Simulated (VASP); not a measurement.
TePb (wurtzite type), 4 atoms in the cell. It takes space group P6_3mc (No. 186, hexagonal). Conventional cell: a = 4.397 Å, b = 4.397 Å, c = 7.167 Å, α = 90.00°, β = 90.00°, γ = 120.00°. Within 3.5 Å of Pb (site symmetry 3m) lie 4 Te at 2.69 Å. Te (site symmetry 3m) has 4 Pb at 2.69 Å within 3.5 Å. 

```yaml
Program: VASP 6.6.1
Task: relaxation of cell and atoms
Functional: PBE
Potentials_or_basis: VASP PAW PBE potentials, release 64 (Pb_d, Te)
Cutoff: 600 eV
k_mesh: 8 × 8 × 5
Occupations: fermi-dirac, width 0.1 eV
Spin: no spin polarisation
Dipole_correction: no
Further_INCAR_settings: ALGO = Normal; EDIFF = 1e-07; IBRION = 2; EDIFFG = -0.005; NSW = 60; ISIF = 3
```

Potentials or basis: VASP PAW PBE potentials, release 64 (Pb_d, Te).

Launch:

```sh
$ cat potpaw_PBE.64/Pb_d/POTCAR potpaw_PBE.64/Te/POTCAR > POTCAR
$ mpirun -np 1 vasp_std > vasp.out
```

Hardware: 1 thread of Intel(R) Xeon(R) 6975P-C (Granite Rapids) (shared host).

Task: Estimate the wall time of this run.

Result: Wall time 22 min on 1 thread of Intel(R) Xeon(R) 6975P-C (Granite Rapids), on a shared host, peak memory 0.35 GiB. Counts: scf iterations 394, k points 30, ion steps 42.
